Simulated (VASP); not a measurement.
# Hg (P2_1/m) in VASP: single point with PBEsol

Aim: the single point of Hg with PBEsol.

All numbers are computed with VASP 6.6.1; they aren't measurements. Logs are shortened: lines on timing, memory, paths and dates and some standing lists are left out, and cuts for length are marked.

### Step 1. The cell of the first run

Symmetry: P2_1/m, No. 11, monoclinic system. The conventional cell has a = 3.442 Å, b = 11.062 Å, c = 3.442 Å, α = 90.00°, β = 120.00°, γ = 90.00°. Hg (site symmetry -1) has 12 Hg at 3.34 to 3.53 Å within 4.4 Å. Hg (site symmetry m) has 12 Hg at 3.34 to 3.53 Å within 4.4 Å.

### Step 2. Single point, PBEsol

Input file INCAR:

```
ALGO = Normal
EDIFF = 1E-7
ENCUT = 520
GGA = PS
ISIF = 2
ISMEAR = -1
LASPH = T
LCHARG = F
LREAL = F
LWAVE = F
NBANDS = 32
NELM = 100
PREC = Accurate
SIGMA = 0.02
```

Input file KPOINTS:

```
k-points
0
Gamma
  8 8 2
```

Input file POSCAR:

```
Hg
1.0
    3.4419409895      0.0000000000      0.0000000000
   -1.7209704948      2.9808083353      0.0000000000
    0.0000000000      0.0000000000     11.0623313100
Hg
4
Direct
    0.0000001677      0.0000003355      0.0000001808
    0.2664617570      0.6284835485      0.2500001060
   -0.0000001677     -0.0000003355      0.5000000312
    0.7335382108      0.3715166745      0.7499997756
```

Potentials or basis: VASP PAW PBE potentials, release 64 (Hg).

The run is started by

```bash
$ cat potpaw_PBE.64/Hg/POTCAR > POTCAR
$ mpirun -np 1 vasp_std > vasp.out
```

OUTCAR:

```text
EDIFF = 1E-7
   ENCUT = 520
   GGA = PS
   ISIF = 2
   ISMEAR = -1
   LASPH = T
   LREAL = F
   NELM = 100
   PREC = Accurate

 ion  position               nearest neighbor table
   1  0.000  0.000  0.000-   2 3.34   4 3.34   2 3.36   4 3.36   2 3.53   4 3.53
   2  0.266  0.628  0.250-   1 3.34   3 3.34   3 3.36   1 3.36   3 3.53   1 3.53
   3  1.000  1.000  0.500-   4 3.34   2 3.34   4 3.36   2 3.36   4 3.53   2 3.53
   4  0.734  0.372  0.750-   3 3.34   1 3.34   3 3.36   1 3.36   3 3.53   1 3.53

  LATTYP: Found a hexagonal cell.
 ALAT       =     3.4419409895
 C/A-ratio  =     3.2139805254

  Lattice vectors:

 A1 = (   3.4419409895,   0.0000000000,   0.0000000000)
 A2 = (  -1.7209704948,   2.9808083353,   0.0000000000)
 A3 = (   0.0000000000,   0.0000000000,  11.0623313100)

Analysis of symmetry for initial positions (statically):
=====================================================================
 Subroutine PRICEL returns:
 Original cell was already a primitive cell.

 Routine SETGRP: Setting up the symmetry group for a
 hexagonal supercell.

 Subroutine GETGRP returns: Found  4 space group operations
 (whereof  2 operations were pure point group operations)
 out of a pool of 24 trial point group operations.

The static configuration has the point symmetry S_2 .
 The point group associated with its full space group is C_2h.

Analysis of symmetry for dynamics (positions and initial velocities):
=====================================================================
 Subroutine PRICEL returns:
 Original cell was already a primitive cell.

 Routine SETGRP: Setting up the symmetry group for a
 hexagonal supercell.

 Subroutine GETGRP returns: Found  4 space group operations
 (whereof  2 operations were pure point group operations)
 out of a pool of 24 trial point group operations.

The dynamic configuration has the point symmetry S_2 .
 The point group associated with its full space group is C_2h.

 Subroutine INISYM returns: Found  4 space group operations
 (whereof  2 operations are pure point group operations),
 and found     1 'primitive' translations

----------------------------------------------------------------------------------------

                                     Primitive cell

  volume of cell :     113.4969

  direct lattice vectors                    reciprocal lattice vectors
     3.441940989  0.000000000  0.000000000     0.290533743  0.167739735  0.000000000
    -1.720970495  2.980808335  0.000000000     0.000000000  0.335479470  0.000000000
     0.000000000  0.000000000 11.062331310     0.000000000  0.000000000  0.090396859

  length of vectors
     3.441940989  3.441940990 11.062331310     0.335479470  0.335479470  0.090396859

  position of ions in fractional coordinates (direct lattice)
     0.000000168  0.000000335  0.000000181
     0.266461757  0.628483549  0.250000106
     0.999999832  0.999999665  0.500000031
     0.733538211  0.371516675  0.749999776

  ion indices of the primitive-cell ions
   primitive index   ion index
                 1           1
                 2           2
                 3           3
                 4           4

----------------------------------------------------------------------------------------

 KPOINTS: k-points

Automatic generation of k-mesh.
 Grid dimensions read from file:
 generate k-points for:    8    8    2

 Generating k-lattice:

  Cartesian coordinates                     Fractional coordinates (reciprocal lattice)
     0.036316718  0.020967467  0.000000000     0.125000000  0.000000000  0.000000000
     0.000000000  0.041934934  0.000000000     0.000000000  0.125000000  0.000000000
     0.000000000  0.000000000  0.045198429     0.000000000  0.000000000  0.500000000

  Length of vectors
     0.041934934  0.041934934  0.045198429

  Shift w.r.t. Gamma in fractional coordinates (k-lattice)
     0.000000000  0.000000000  0.000000000

 Subroutine IBZKPT returns following result:
 ===========================================

 Found     68 irreducible k-points:

 Following reciprocal coordinates:
            Coordinates               Weight
  0.000000  0.000000  0.000000      1.000000
  0.125000  0.000000  0.000000      2.000000
  0.000000  0.125000  0.000000      2.000000
 -0.125000  0.125000  0.000000      2.000000
  0.250000  0.000000  0.000000      2.000000
  0.000000  0.250000  0.000000      2.000000
[... 16 lines left out ...]
  0.375000  0.125000  0.000000      2.000000
 -0.125000  0.500000  0.000000      2.000000
 [... further k-points ...]
   k-points           NKPTS =     68   k-points in BZ     NKDIM =     68   number of bands    NBANDS=     32
   number of dos      NEDOS =    301   number of ions     NIONS =      4
   total plane-waves  NPLWV =  65856
   dimension x,y,z NGX =    28 NGY =   28 NGZ =   84
   dimension x,y,z NGXF=    56 NGYF=   56 NGZF=  168
   ions per type =               4
   NGX,Y,Z   is equivalent  to a cutoff of  13.52, 13.52, 12.62 a.u.
   NGXF,Y,Z  is equivalent  to a cutoff of  27.05, 27.05, 25.25 a.u.
 SYSTEM =  unknown system
   PREC   = accura    normal or accurate (medium, high low for compatibility)
   ISTART =      0    job   : 0-new  1-cont  2-samecut
   ICHARG =      2    charge: 1-file 2-atom 10-const
   ISPIN  =      1    spin polarized calculation?
   LNONCOLLINEAR =      F non collinear calculations
   LSORBIT =      F    spin-orbit coupling
   LASPH  =      T    aspherical Exc in radial PAW
   ENCUT  =  520.0 eV  38.22 Ry    6.18 a.u.   6.40  6.40 20.57*2*pi/ulx,y,z
   NELM   =    100;   NELMIN=  2; NELMDL= -5     # of ELM steps
   EDIFF  = 0.1E-06   stopping-criterion for ELM
   LREAL  =      F    real-space projection
   EDIFFG = 0.1E-05   stopping-criterion for IOM
   NSW    =      0    number of steps for IOM
   IBRION =     -1    ionic relax: 0-MD 1-quasi-New 2-CG
   NFREE  =      0    steps in history (QN), initial steepest desc. (CG)
   ISIF   =      2    stress and relaxation
   ISYM   =      2    0-nonsym 1-usesym 2-fastsym
   POTIM  = 0.5000    time-step for ionic-motion
   TEBEG  =    0.0;   TEEND  =   0.0 temperature during run
   PSTRESS=    0.0 pullay stress
   NELECT =      48.0000    total number of electrons
   NUPDOWN=      -1.0000    fix difference up-down
   EMIN   =  10.00;   EMAX   =-10.00  energy-range for DOS
   EFERMI =   0.00;   METHOD = LEGACY
   ISMEAR =    -1;   SIGMA  =   0.02  broadening in eV -4-tet -1-fermi 0-gaus
   EFERMI_NEDOS =   21; number of points for ismear=-14 and -15
   IALGO  =     38    algorithm
   IMIX   =      4    mixing-type and parameters
     AMIX     =   0.40;   BMIX     =  1.00
     AMIX_MAG =   1.60;   BMIX_MAG =  1.00
  volume/ion in A,a.u.               =      28.37       191.48
  Fermi-wavevector in a.u.,A,eV,Ry     =   1.228836  2.322163 20.545307  1.510037
  Thomas-Fermi vector in A             =   2.363746
   LORBIT       =      0    0 simple, 1 ext, 2 COOP (PROOUT), +10 PAW based schemes
   GGA     = PS    functional components
   LHFCALC =     F    Hartree Fock is set to
   AEXX    =    0.0000 exact exchange contribution
   IVDW    =     0    specifies the selected vdW correction
   LEPSILON=     F    determine dielectric tensor
   LRPA    =     F    only Hartree local field effects (RPA)
 non-spin polarized calculation
  energy-cutoff  :      520.00
  volume of cell :      113.50
 maximum number of plane-waves:      3086
 NGX is ok and might be reduce to    28
   NGX = 13   NGY = 13   NGZ = 41

 number of electron      48.0000000 magnetization

 Free energy of the ion-electron system (eV)
  ---------------------------------------------------
  ext. energy  EPLUGINS =         0.00000000
  ---------------------------------------------------
  free energy    TOTEN  =        -1.98514660 eV

  energy without entropy =       -1.98370142  energy(sigma->0) =       -1.98442401

 E-fermi :   0.8360     XC(G=0): -10.0579

 val. band max:        0.7080463482   @ k =   0.5000  -0.1250   0.0000
 cond. band min:       0.8400905497   @ k =   0.1250   0.0000   0.0000
 fundamental gap:      0.1320442015
 Fermi energy:         0.8360311145

 k-point     1 :       0.0000    0.0000    0.0000
  band No.  band energies     occupation
      1      -6.4770      2.00000
      2      -5.8302      2.00000
      3      -5.6984      2.00000
      4      -5.6814      2.00000
      5      -5.2653      2.00000
      6      -5.2280      2.00000
[... 24 lines left out ...]
     31      13.0598      0.00000
     32      13.1238      0.00000

 k-point     2 :       0.1250    0.0000    0.0000
  band No.  band energies     occupation
      1      -6.2040      2.00000
      2      -5.7218      2.00000
      3      -5.5227      2.00000
      4      -5.5133      2.00000
      5      -5.2721      2.00000
      6      -5.2550      2.00000
[... 24 lines left out ...]
     31      10.6905      0.00000
     32      12.2766      0.00000

 k-point     3 :       0.0000    0.1250    0.0000
  band No.  band energies     occupation
      1      -6.1853      2.00000
      2      -5.6999      2.00000
      3      -5.5182      2.00000
      4      -5.5083      2.00000
      5      -5.2822      2.00000
      6      -5.2467      2.00000
[... 24 lines left out ...]
     31      10.9173      0.00000
     32      12.0392      0.00000

 k-point     4 :      -0.1250    0.1250    0.0000
  band No.  band energies     occupation
      1      -6.1867      2.00000
      2      -5.7014      2.00000
      3      -5.5183      2.00000
      4      -5.5086      2.00000
      5      -5.2762      2.00000
      6      -5.2503      2.00000
[... 654 lines left out ...]
     31       7.9187      0.00000
     32       8.9398      0.00000

 k-point    23 :       0.3750    0.1250    0.0000
  band No.  band energies     occupation
      1      -5.7559      2.00000
      2      -5.6991      2.00000
      3      -5.6797      2.00000
      4      -5.4613      2.00000
      5      -5.4522      2.00000
      6      -5.3616      2.00000
[... 24 lines left out ...]
     31       6.9644      0.00000
     32       7.3562      0.00000

 k-point    24 :      -0.1250    0.5000    0.0000
  band No.  band energies     occupation
      1      -5.7611      2.00000
      2      -5.7511      2.00000
      3      -5.6499      2.00000
      4      -5.4769      2.00000
      5      -5.4449      2.00000
      6      -5.3421      2.00000
[... 24 lines left out ...]
     31       7.0381      0.00000
     32       7.4660      0.00000

 [... further k-points ...]

------------------------ aborting loop because EDIFF is reached ----------------------------------------

  FORCE on cell =-STRESS in cart. coord.  units (eV):
  Direction    XX          YY          ZZ          XY          YZ          ZX
  --------------------------------------------------------------------------------------
  -------------------------------------------------------------------------------------
  Total       -2.0138814     -1.8286019     -1.8414048     -0.1451096      0.0000000      0.0000000
  in kB      -28.4289180    -25.8134237    -25.9941562     -2.0484372      0.0000000      0.0000000
  external PRESSURE =     -26.7454993 kB  Pullay stress =       0.0000000 kB

 VOLUME and BASIS-vectors are now :
 -----------------------------------------------------------------------------
  energy-cutoff  :      520.00
  volume of cell :      113.50
      direct lattice vectors                 reciprocal lattice vectors
     3.441940989  0.000000000  0.000000000     0.290533743  0.167739735  0.000000000
    -1.720970495  2.980808335  0.000000000     0.000000000  0.335479470  0.000000000
     0.000000000  0.000000000 11.062331310     0.000000000  0.000000000  0.090396859

 POSITION                                       TOTAL-FORCE (eV/Angst)
 -----------------------------------------------------------------------------------
     -0.00000      0.00000      0.00000         0.000000      0.000000     -0.000000
     -0.16446      1.87339      2.76558        -0.002972      0.000219      0.000000
      1.72097      2.98081      5.53117         0.000000      0.000000     -0.000000
      1.88543      1.10742      8.29675         0.002972     -0.000219     -0.000000
 -----------------------------------------------------------------------------------
    total drift:                                0.000248     -0.000992      0.001113

  FREE ENERGIE OF THE ION-ELECTRON SYSTEM (eV)
  ---------------------------------------------------
  free  energy   TOTEN  =        -1.9851466011 eV

  energy  without entropy=       -1.9837014194  energy(sigma->0) =       -1.98442401
```

It took 1.9 min on 1 thread of AMD EPYC 9R45 (Zen 5), shared host; peak memory 0.32 GiB.

What came out:

```
Free energy            : -1.9851 eV
Pressure               : -2.7 GPa
Band gap on the k mesh : zero (bands 24 and 25 overlap by 0.61 eV)
```

Forces in eV/Å, atoms in the order of the input:
```
Hg   0.000  0.000  0.000
Hg  -0.003  0.000  0.000
Hg   0.000  0.000  0.000
Hg   0.003  0.000  0.000
```

Caveat: the PAW data sets were made with another functional, which shifts forces and pressure a little; spin-orbit coupling is left out, which moves the levels of the heavy elements.

The gap in the log of VASP goes by the Fermi energy; the results here count the filled bands.